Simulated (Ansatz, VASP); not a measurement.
## Y in VASP and in Ansatz

```
Y
1.0
    -1.96203    1.96203    1.96203
     1.96203   -1.96203    1.96203
     1.96203    1.96203   -1.96203
Y
1
Direct
  0.00000 0.00000 0.00000
```

Alike in both runs: task single point; functional PBEsol; k mesh 13 × 13 × 13; occupations fermi-dirac, width 0.1 eV; no spin polarisation.

|  | VASP | Ansatz |
| --- | --- | --- |
| version | VASP 6.6.1 | Ansatz 0.2.0 |
| potentials or method | VASP PAW PBE potentials, release 64 (Y_sv), cutoff 520 eV | plane waves (420 eV) with PAW, scalar-relativistic |
| valence electrons in the cell | 11 | 11 |

Ansatz gave:

| Quantity | Value |
| --- | --- |
| pressure (GPa) | 1.7 |

**Question.** Which values does VASP return?

**Answer.** Pressure (GPa): 1.6.

VASP's potentials were made for PBE, not for PBEsol, and Ansatz warns of the same on its side. With one functional, cell and mesh, what is left measures potentials, basis and numerics.
